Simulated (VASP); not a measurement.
**Si2Mo: single point with r2SCAN**

Si2Mo:

```
Si Mo
1.0
     3.29780    0.00000    0.00000
     0.00000    3.29780    0.00000
     0.00000    0.00000    7.67793
Si Mo
4 2
Cartesian
  0.0000 0.0000 2.5769
  1.6489 1.6489 1.2621
  1.6489 1.6489 6.4158
  0.0000 0.0000 5.1011
  0.0000 0.0000 0.0000
  1.6489 1.6489 3.8390
```

This cell differs from its parent crystal: biaxial strain in the a-b plane: +3.0 %.

```
Program                : VASP 6.6.1
Task                   : single point
Functional             : r2SCAN
Potentials or basis    : VASP PAW PBE potentials, release 64 (Si, Mo_sv)
Cutoff                 : 550 eV
k mesh                 : 12 × 12 × 6
Occupations            : gaussian, width 0.1 eV
Spin                   : no spin polarisation
Dipole correction      : no
Further INCAR settings : ALGO = Normal; EDIFF = 1e-06; NBANDS = 31
```

* Pressure: -6.5 GPa
* Largest force: 0.005 eV/Å
* Band gap on the k mesh: zero (bands 22 and 23 overlap by 0.77 eV)

Forces on the atoms (eV/Å):
```
Si   0.000  0.000  0.005
Si   0.000  0.000 -0.005
Si   0.000  0.000  0.005
Si   0.000  0.000 -0.005
Mo   0.000  0.000  0.000
Mo   0.000  0.000  0.000
```

Stress tensor (GPa, compression positive):
```
-12.29   0.00   0.00
  0.00 -12.29   0.00
  0.00   0.00   5.10
```

Levels at points of the mesh, in eV from the Fermi level:
| k point | band 18 | band 19 | band 20 | band 21 | band 22 | band 23 | band 24 | band 25 | band 26 | band 27 |
| --- | --- | --- | --- | --- | --- | --- | --- | --- | --- | --- |
| (0.00, 0.00, 0.00) | -2.09 | -0.74 | -0.74 | -0.38 | -0.38 | 0.25 | 0.43 | 3.11 | 3.31 | 3.31 |
| (0.50, 0.00, 0.00) | -2.68 | -1.78 | -1.78 | -0.74 | -0.74 | 2.08 | 2.08 | 3.66 | 3.66 | 3.82 |
| (0.50, 0.50, 0.00) | -4.47 | -2.62 | -2.62 | -1.32 | -1.32 | 2.40 | 2.40 | 2.97 | 2.97 | 3.94 |
| (0.00, 0.00, 0.50) | -2.18 | -1.62 | -1.62 | 0.34 | 0.34 | 1.70 | 1.70 | 1.70 | 1.70 | 2.21 |
| (0.50, 0.00, 0.50) | -2.74 | -2.28 | -2.28 | -0.47 | -0.47 | 2.34 | 2.34 | 3.07 | 3.07 | 4.49 |
| (0.50, 0.50, 0.50) | -2.56 | -1.91 | -1.91 | -1.91 | -1.91 | 0.78 | 0.78 | 2.40 | 2.40 | 4.32 |

It took 7.2 min on 1 thread of Intel(R) Xeon(R) 6975P-C (Granite Rapids) (shared host), peak memory 0.38 GiB.

Caveat: the cell differs from its parent crystal (biaxial strain in the a-b plane: +3.0 %); the stress differs along the axes, from -12 to 5 GPa; the PAW data sets were made with another functional, which shifts forces and pressure a little.
